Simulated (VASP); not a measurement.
The system is InSb.

```
CELL_PARAMETERS angstrom
4.82063 0.00000 0.00000
-2.41032 4.17479 0.00000
0.00000 0.00000 6.02547
ATOMIC_POSITIONS crystal
In 0.33333 0.66667 0.25000
In 0.66667 0.33333 0.75000
Sb 0.66667 0.33333 0.25000
Sb 0.33333 0.66667 0.75000
```

* Program: VASP 6.6.1
* Task: relaxation of cell and atoms
* Functional: PBE
* Potentials or basis: VASP PAW PBE potentials, release 64 (In_d, Sb)
* Cutoff: 600 eV
* k mesh: 6 × 6 × 4
* Occupations: fermi-dirac, width 0.02 eV
* Spin: no spin polarisation

At the start: pressure 7.6 GPa; volume 30.32 Å³/atom.

Question: How do energy, volume and symmetry change on relaxing?

Answer: Over 7 steps the energy falls by 101.8 meV/atom and the volume is 35.13 Å³/atom (+15.9 %); space group P6_3/mmc (No. 194, to 0.1 Å) before and after.

Step by step:
```tsv
step	energy change (eV)	largest force (eV/Å)	pressure (GPa)	volume (Å³)
1	0.0000	0.0000	7.58	121.26
2	-0.3611	0.0000	-1.72	148.22
3	-0.4032	0.0000	0.00	140.46
4	-0.4032	0.0000	-0.10	140.87
5	-0.4067	0.0000	-0.07	140.78
6	-0.4072	0.0000	-0.05	140.73
7	-0.4072	0.0000	0.02	140.51
```

Final structure:
```
In Sb
1.0
     5.10672    0.00000    0.00000
    -2.55336    4.42255    0.00000
     0.00000    0.00000    6.22135
In Sb
2 2
Cartesian
  0.0000 2.9484 1.5553
  2.5534 1.4742 4.6660
  2.5534 1.4742 1.5553
  0.0000 2.9484 4.6660
```

Caveat: the volume moved by over 15 % at a fixed basis, so the end points are rough.
